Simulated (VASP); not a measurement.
Set up this calculation in VASP 6.6.1, as the native input.

| Quantity | Value |
| --- | --- |
| Task | single point |
| Functional | r2SCAN |
| Potentials or basis | VASP PAW PBE potentials, release 64 (Y_sv) |
| Cutoff | 550 eV |
| k mesh | 14 × 14 × 14 |
| Occupations | fermi-dirac, width 0.1 eV |
| Spin | no spin polarisation |
| Dipole correction | no |
| Further INCAR settings | ALGO = Normal; EDIFF = 1e-06; NBANDS = 12 |

Crystal: Y.

```
CELL_PARAMETERS angstrom
0.00000 2.55509 2.55509
2.55509 0.00000 2.55509
2.55509 2.55509 0.00000
ATOMIC_POSITIONS crystal
Y 0.00000 0.00000 0.00000
```

This isn't the form of Y at room conditions, which is hcp.

One way to write it, as run:

POSCAR

```
Y
1.0
    0.0000000000      2.5550881301      2.5550881301
    2.5550881301      0.0000000000      2.5550881301
    2.5550881301      2.5550881301      0.0000000000
Y
1
Direct
    0.0000000000      0.0000000000      0.0000000000
```

INCAR.step1

```
  ALGO = Normal
  EDIFF = 1E-5
  ENCUT = 550
  GGA = PE
  GGA_COMPAT = F
  ISMEAR = -1
  LASPH = T
  LCHARG = F
  LREAL = F
  LWAVE = T
  NBANDS = 12
  NELM = 120
  PREC = Accurate
  SIGMA = 0.1
```

INCAR.step2

```
  ALGO = Normal
  EDIFF = 1E-6
  ENCUT = 550
  GGA_COMPAT = F
  ISIF = 2
  ISMEAR = -1
  ISTART = 1
  LASPH = T
  LCHARG = T
  LELF = T
  LMIXTAU = T
  LREAL = F
  LVHAR = T
  LWAVE = F
  METAGGA = R2SCAN
  NBANDS = 12
  NELM = 120
  PREC = Accurate
  SIGMA = 0.1
```

KPOINTS

```
k-points
0
Gamma
  14 14 14
```

Potentials or basis: VASP PAW PBE potentials, release 64 (Y_sv).

Command:

```console
$ cat potpaw_PBE.64/Y_sv/POTCAR > POTCAR
$ cp INCAR.step1 INCAR
$ mpirun -np 1 vasp_std > vasp.out
$ cp INCAR.step2 INCAR
$ mpirun -np 1 vasp_std > vasp.out
```

Results of the run:

| Property | Result |
| --- | --- |
| Pressure | 0.1 GPa |
| Band gap on the k mesh | zero (an odd number of electrons rules out a gap without spin polarisation) |

Caveat: the PAW data sets were made with another functional, which shifts forces and pressure a little.

Run time: 110 s on 1 thread of Intel(R) Xeon(R) Platinum 8488C (Sapphire Rapids), with other jobs on the host, peak memory 0.21 GiB.
